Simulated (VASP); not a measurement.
Crystal: Pb.

```
Pb
1.0
     3.49324    0.00000    0.00000
    -1.74662    3.02523    0.00000
     0.00000    0.00000    5.65905
Pb
2
Direct
  0.33333 0.66667 0.25000
  0.66667 0.33333 0.75000
```

This isn't the form of Pb at room conditions, which is fcc.

| Property | Result |
| --- | --- |
| Program | VASP 6.6.1 |
| Task | relaxation of cell and atoms |
| Functional | PBEsol |
| Potentials or basis | VASP PAW PBE potentials, release 64 (Pb_d) |
| Cutoff | 500 eV |
| k mesh | 14 × 14 × 8 |
| Occupations | fermi-dirac, width 0.05 eV |
| Spin | no spin polarisation |

At the start: pressure -0.1 GPa; volume 29.90 Å³/atom.

Q: Where does the relaxation end?

A: Over 5 steps the energy falls by 2.5 meV/atom and the volume is 29.76 Å³/atom (-0.5 %); space group P6_3/mmc (No. 194, to 0.1 Å) before and after.

The path:
```
step  energy change (eV)  largest force (eV/Å)  pressure (GPa)  volume (Å³)
   1              0.0000                0.0000           -0.12        59.80
   2             -0.0032                0.0000           -0.01        59.61
   3             -0.0048                0.0000            0.16        59.34
   4             -0.0049                0.0000           -0.10        59.65
   5             -0.0049                0.0000            0.00        59.53
```

Final structure:
```
Pb
1.0
     3.45555    0.00000    0.00000
    -1.72778    2.99260    0.00000
     0.00000    0.00000    5.75662
Pb
2
Direct
  0.33333 0.66667 0.25000
  0.66667 0.33333 0.75000
```

Caveat: the PAW data sets were made with another functional, which shifts forces and pressure a little.
